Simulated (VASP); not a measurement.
# CuO in VASP: a series of runs

Aim: see how the results for CuO move with the level of theory and the settings. Levels: PBE, PBEsol, PBEsol+U. Tasks: single point, relaxation of cell and atoms.

All numbers are computed with VASP 6.6.1; they aren't measurements. Logs are shortened: lines on timing, memory, paths and dates and some standing lists are left out, and cuts for length are marked.

### 1 The cell of the first run

The typed cell holds 4 atoms: a = 2.936 Å, b = 2.936 Å, c = 5.278 Å, α = 89.81°, β = 89.81°, γ = 89.22°.

### 2 Single point, PBE

INCAR

```
PREC = Accurate
ENCUT = 520
EDIFF = 1E-6
ISMEAR = -1
SIGMA = 0.05
LREAL = F
LASPH = T
NELM = 100
ALGO = Normal
ISIF = 2
LWAVE = F
LCHARG = T
GGA = PE
LELF = T
LVHAR = T
NBANDS = 25
```

KPOINTS

```
regular mesh
0
Gamma
  9 9 5
```

POSCAR

```
CuO
1.0
    2.9359761050      0.0000000000      0.0000000000
    0.0398390851      2.9357502767      0.0000000000
    0.0178385202      0.0175831220      5.2778618209
Cu O
2 2
Direct
    0.0000000000      0.5000000000      0.0000000000
    0.5000000000      0.0000000000      0.5000000000
    0.9984239700      0.0016717800      0.7498871000
    0.0015760300      0.9983282200      0.2501129000
```

Potentials or basis: VASP PAW PBE potentials, release 64 (Cu, O).

On the command line:

```bash
$ cat potpaw_PBE.64/Cu/POTCAR potpaw_PBE.64/O/POTCAR > POTCAR
$ mpirun -np 1 vasp_std > vasp.out
```

OUTCAR:

```text
PREC = Accurate
   ENCUT = 520
   EDIFF = 1E-6
   ISMEAR = -1
   LREAL = F
   LASPH = T
   NELM = 100
   ISIF = 2
   GGA = PE

 ion  position               nearest neighbor table
   1  0.000  0.500  0.000-   3 1.97   4 1.97   3 1.97   4 1.97
   2  0.500  0.000  0.500-   3 1.97   4 1.97   4 1.97   3 1.97
   3  0.998  0.002  0.750-   2 1.97   2 1.97   1 1.97   1 1.97
   4  0.002  0.998  0.250-   2 1.97   2 1.97   1 1.97   1 1.97

  LATTYP: Found a base centered monoclinic cell.
 ALAT       =    11.3349504486
 B/A-ratio  =     0.3638182808
 C/A-ratio  =     0.4656324948
 COS(beta)  =    -0.9295148209

  Lattice vectors:

 A1 = (   2.9181375848,  -0.0175831220,  -5.2778618209)
 A2 = (   0.0220005649,   2.9181671547,  -5.2778618209)
 A3 = (   0.0178385202,   0.0175831220,   5.2778618209)

Analysis of symmetry for initial positions (statically):
=====================================================================
 Subroutine PRICEL returns:
 Original cell was already a primitive cell.

 Routine SETGRP: Setting up the symmetry group for a
 base centered monoclinic supercell.

 Subroutine GETGRP returns: Found  2 space group operations
 (whereof  2 operations were pure point group operations)
 out of a pool of  4 trial point group operations.

The static configuration has the point symmetry S_2 .

Analysis of symmetry for dynamics (positions and initial velocities):
=====================================================================
 Subroutine PRICEL returns:
 Original cell was already a primitive cell.

 Routine SETGRP: Setting up the symmetry group for a
 base centered monoclinic supercell.

 Subroutine GETGRP returns: Found  2 space group operations
 (whereof  2 operations were pure point group operations)
 out of a pool of  4 trial point group operations.

The dynamic configuration has the point symmetry S_2 .

 Subroutine INISYM returns: Found  2 space group operations
 (whereof  2 operations are pure point group operations),
 and found     1 'primitive' translations

----------------------------------------------------------------------------------------

                                     Primitive cell

  volume of cell :      45.4914

  direct lattice vectors                    reciprocal lattice vectors
     2.935976105  0.000000000  0.000000000     0.340602227 -0.004622083 -0.001135795
     0.039839085  2.935750277  0.000000000     0.000000000  0.340628427 -0.001134799
     0.017838520  0.017583122  5.277861821     0.000000000  0.000000000  0.189470667

  length of vectors
     2.935976105  2.936020579  5.277921256     0.340635481  0.340630318  0.189470667

  position of ions in fractional coordinates (direct lattice)
     0.000000000  0.500000000  0.000000000
     0.500000000  0.000000000  0.500000000
     0.998423970  0.001671780  0.749887100
     0.001576030  0.998328220  0.250112900

  ion indices of the primitive-cell ions
   primitive index   ion index
                 1           1
                 2           2
                 3           3
                 4           4

----------------------------------------------------------------------------------------

 KPOINTS: regular mesh

Automatic generation of k-mesh.
 Grid dimensions read from file:
 generate k-points for:    9    9    5

 Generating k-lattice:

  Cartesian coordinates                     Fractional coordinates (reciprocal lattice)
     0.037844692 -0.000513565 -0.000126199     0.111111111  0.000000000  0.000000000
     0.000000000  0.037847603 -0.000126089     0.000000000  0.111111111 -0.000000000
     0.000000000  0.000000000  0.037894133     0.000000000  0.000000000  0.200000000

  Length of vectors
     0.037848387  0.037847813  0.037894133

  Shift w.r.t. Gamma in fractional coordinates (k-lattice)
     0.000000000  0.000000000  0.000000000

 Subroutine IBZKPT returns following result:
 ===========================================

 Found    203 irreducible k-points:

 Following reciprocal coordinates:
            Coordinates               Weight
  0.000000  0.000000  0.000000      1.000000
  0.111111  0.000000  0.000000      2.000000
  0.000000 -0.111111 -0.000000      2.000000
  0.222222  0.000000  0.000000      2.000000
  0.000000 -0.222222 -0.000000      2.000000
  0.333333 -0.000000  0.000000      2.000000
[... 16 lines left out ...]
 -0.111111  0.111111 -0.000000      2.000000
  0.222222  0.222222  0.000000      2.000000
 [... further k-points ...]
   k-points           NKPTS =    203   k-points in BZ     NKDIM =    203   number of bands    NBANDS=     25
   number of dos      NEDOS =    301   number of ions     NIONS =      4
   total plane-waves  NPLWV =  23040
   dimension x,y,z NGX =    24 NGY =   24 NGZ =   40
   dimension x,y,z NGXF=    48 NGYF=   48 NGZF=   80
   ions per type =               2   2
   NGX,Y,Z   is equivalent  to a cutoff of  13.59, 13.59, 12.60 a.u.
   NGXF,Y,Z  is equivalent  to a cutoff of  27.18, 27.18, 25.20 a.u.
 SYSTEM =  unknown system
   PREC   = accura    normal or accurate (medium, high low for compatibility)
   ISTART =      0    job   : 0-new  1-cont  2-samecut
   ICHARG =      2    charge: 1-file 2-atom 10-const
   ISPIN  =      1    spin polarized calculation?
   LNONCOLLINEAR =      F non collinear calculations
   LSORBIT =      F    spin-orbit coupling
   LASPH  =      T    aspherical Exc in radial PAW
   ENCUT  =  520.0 eV  38.22 Ry    6.18 a.u.   5.46  5.46  9.81*2*pi/ulx,y,z
   NELM   =    100;   NELMIN=  2; NELMDL= -5     # of ELM steps
   EDIFF  = 0.1E-05   stopping-criterion for ELM
   LREAL  =      F    real-space projection
   EDIFFG = 0.1E-04   stopping-criterion for IOM
   NSW    =      0    number of steps for IOM
   IBRION =     -1    ionic relax: 0-MD 1-quasi-New 2-CG
   NFREE  =      0    steps in history (QN), initial steepest desc. (CG)
   ISIF   =      2    stress and relaxation
   ISYM   =      2    0-nonsym 1-usesym 2-fastsym
   POTIM  = 0.5000    time-step for ionic-motion
   TEBEG  =    0.0;   TEEND  =   0.0 temperature during run
   PSTRESS=    0.0 pullay stress
   NELECT =      34.0000    total number of electrons
   NUPDOWN=      -1.0000    fix difference up-down
   EMIN   =  10.00;   EMAX   =-10.00  energy-range for DOS
   EFERMI =   0.00;   METHOD = LEGACY
   ISMEAR =    -1;   SIGMA  =   0.05  broadening in eV -4-tet -1-fermi 0-gaus
   EFERMI_NEDOS =   21; number of points for ismear=-14 and -15
   IALGO  =     38    algorithm
   IMIX   =      4    mixing-type and parameters
     AMIX     =   0.40;   BMIX     =  1.00
     AMIX_MAG =   1.60;   BMIX_MAG =  1.00
  volume/ion in A,a.u.               =      11.37        76.75
  Fermi-wavevector in a.u.,A,eV,Ry     =   1.485678  2.807524 30.031297  2.207238
  Thomas-Fermi vector in A             =   2.599059
   LORBIT       =      0    0 simple, 1 ext, 2 COOP (PROOUT), +10 PAW based schemes
   GGA     = PE    functional components
   LHFCALC =     F    Hartree Fock is set to
   AEXX    =    0.0000 exact exchange contribution
   IVDW    =     0    specifies the selected vdW correction
   LEPSILON=     F    determine dielectric tensor
   LRPA    =     F    only Hartree local field effects (RPA)
 non-spin polarized calculation
  energy-cutoff  :      520.00
  volume of cell :       45.49
 maximum number of plane-waves:      1245
 NGX is ok and might be reduce to    24
   NGX = 11   NGY = 11   NGZ = 19

 number of electron      34.0000023 magnetization

 Free energy of the ion-electron system (eV)
  ---------------------------------------------------
  ext. energy  EPLUGINS =         0.00000000
  ---------------------------------------------------
  free energy    TOTEN  =       -19.72188177 eV

  energy without entropy =      -19.70191161  energy(sigma->0) =      -19.71189669

 E-fermi :   4.5044     XC(G=0): -11.1812

 val. band max:        4.4761342481   @ k =   0.4444   0.4444   0.4000
 cond. band min:       4.5262337427   @ k =  -0.4444  -0.0000   0.2000
 fundamental gap:      0.0500994946
 Fermi energy:         4.5044050686

 k-point     1 :       0.0000    0.0000    0.0000
  band No.  band energies     occupation
      1     -14.9558      2.00000
      2     -13.8009      2.00000
      3      -3.2608      2.00000
      4      -0.6069      2.00000
      5      -0.5809      2.00000
      6       0.9788      2.00000
[... 17 lines left out ...]
     24      19.0015      0.00000
     25      19.3199      0.00000

 k-point     2 :       0.1111    0.0000    0.0000
  band No.  band energies     occupation
      1     -14.8935      2.00000
      2     -13.7793      2.00000
      3      -3.1476      2.00000
      4      -0.6711      2.00000
      5      -0.5579      2.00000
      6       0.4067      2.00000
[... 17 lines left out ...]
     24      19.1987      0.00000
     25      19.3937      0.00000

 k-point     3 :       0.0000   -0.1111   -0.0000
  band No.  band energies     occupation
      1     -14.8936      2.00000
      2     -13.7792      2.00000
      3      -3.1478      2.00000
      4      -0.6654      2.00000
      5      -0.5642      2.00000
      6       0.4074      2.00000
[... 17 lines left out ...]
     24      19.1968      0.00000
     25      19.3765      0.00000

 k-point     4 :       0.2222    0.0000    0.0000
  band No.  band energies     occupation
      1     -14.7299      2.00000
      2     -13.7239      2.00000
      3      -2.8466      2.00000
      4      -0.8052      2.00000
      5      -0.6596      2.00000
      6      -0.4770      2.00000
[... 17 lines left out ...]
     24      19.2230      0.00000
     25      19.5844      0.00000

 k-point     5 :       0.0000   -0.2222   -0.0000
  band No.  band energies     occupation
      1     -14.7302      2.00000
      2     -13.7236      2.00000
      3      -2.8473      2.00000
      4      -0.8007      2.00000
      5      -0.6580      2.00000
      6      -0.4838      2.00000
[... 17 lines left out ...]
     24      19.2216      0.00000
     25      19.5931      0.00000

 k-point     6 :       0.3333   -0.0000    0.0000
  band No.  band energies     occupation
      1     -14.5327      2.00000
      2     -13.6598      2.00000
      3      -2.4757      2.00000
      4      -1.6096      2.00000
      5      -0.8712      2.00000
      6      -0.3803      2.00000
[... 17 lines left out ...]
     24      18.3917      0.00000
     25      19.5580      0.00000
[... 393 lines left out ...]
 k-point    21 :      -0.2222    0.1111   -0.0000
  band No.  band energies     occupation
      1     -14.6689      2.00000
      2     -13.7036      2.00000
      3      -2.7307      2.00000
      4      -0.7849      2.00000
      5      -0.6442      2.00000
      6      -0.5332      2.00000
[... 17 lines left out ...]
     24      17.7288      0.00000
     25      19.4191      0.00000

 k-point    22 :      -0.1111    0.2222    0.0000
  band No.  band energies     occupation
      1     -14.6691      2.00000
      2     -13.7034      2.00000
      3      -2.7312      2.00000
      4      -0.7810      2.00000
      5      -0.6429      2.00000
      6      -0.5387      2.00000
[... 17 lines left out ...]
     24      17.7272      0.00000
     25      19.4181      0.00000

 k-point    23 :      -0.1111    0.1111   -0.0000
  band No.  band energies     occupation
      1     -14.8312      2.00000
      2     -13.7578      2.00000
      3      -3.0333      2.00000
      4      -0.6775      2.00000
      5      -0.5943      2.00000
      6       0.2807      2.00000
[... 17 lines left out ...]
     24      17.9774      0.00000
     25      19.4335      0.00000

 k-point    24 :       0.2222    0.2222    0.0000
  band No.  band energies     occupation
      1     -14.5154      2.00000
      2     -13.6557      2.00000
      3      -2.4297      2.00000
      4      -0.7551      2.00000
      5      -0.6850      2.00000
      6      -0.5576      2.00000
[... 17 lines left out ...]
     24      16.3874      0.00000
     25      19.6972      0.00000

 [... further k-points ...]

------------------------ aborting loop because EDIFF is reached ----------------------------------------

  FORCE on cell =-STRESS in cart. coord.  units (eV):
  Direction    XX          YY          ZZ          XY          YZ          ZX
  --------------------------------------------------------------------------------------
  -------------------------------------------------------------------------------------
  Total       -0.2945756     -0.3001056     -1.6934887     -0.0281214     -0.0045089     -0.0072171
  in kB      -10.3747525    -10.5695150    -59.6435182     -0.9904166     -0.1587994     -0.2541812
  external PRESSURE =     -26.8625952 kB  Pullay stress =       0.0000000 kB

 VOLUME and BASIS-vectors are now :
 -----------------------------------------------------------------------------
  energy-cutoff  :      520.00
  volume of cell :       45.49
      direct lattice vectors                 reciprocal lattice vectors
     2.935976105  0.000000000  0.000000000     0.340602227 -0.004622083 -0.001135795
     0.039839085  2.935750277  0.000000000     0.000000000  0.340628427 -0.001134799
     0.017838520  0.017583122  5.277861821     0.000000000  0.000000000  0.189470667

 POSITION                                       TOTAL-FORCE (eV/Angst)
 -----------------------------------------------------------------------------------
      0.01992      1.46788      0.00000        -0.000000     -0.000000      0.000000
      1.47691      0.00879      2.63893        -0.000000     -0.000000      0.000000
      2.94479      0.01809      3.95780         0.005951     -0.007264      0.008670
      0.04886      2.93524      1.32006        -0.005951      0.007264     -0.008670
 -----------------------------------------------------------------------------------
    total drift:                                0.000000     -0.000000     -0.000000

  FREE ENERGIE OF THE ION-ELECTRON SYSTEM (eV)
  ---------------------------------------------------
  free  energy   TOTEN  =       -19.7218817745 eV

  energy  without entropy=      -19.7019116091  energy(sigma->0) =      -19.71189669
```

Wall time 2.4 min (1 thread of Intel Xeon 6975P-C, shared host); peak memory 0.31 GiB.

What came out:

```yaml
Free_energy: -19.7219 eV
Pressure: -2.7 GPa
Largest_force: 0.013 eV/Å
Band_gap_on_the_k_mesh: zero (band 17 reaches 5.15 eV, above the bottom of band 18 at 4.26 eV)
```

Forces in eV/Å, atoms in the order of the input:
```
Cu   0.000  0.000  0.000
Cu   0.000  0.000  0.000
O    0.006 -0.007  0.009
O   -0.006  0.007 -0.009
```

Levels at points of the mesh, in eV from the Fermi level:
| k point | band 14 | band 15 | band 16 | band 17 | band 18 | band 19 | band 20 | band 21 |
| --- | --- | --- | --- | --- | --- | --- | --- | --- |
| (0.00, 0.00, 0.00) | -2.24 | -2.16 | -1.90 | 0.64 | 0.67 | 1.37 | 6.18 | 7.10 |

Caveat: semilocal functionals often make such compounds metallic where correlation or magnetic order opens a gap, which also shifts bond lengths.

(Part 1 of 3 ends here.)
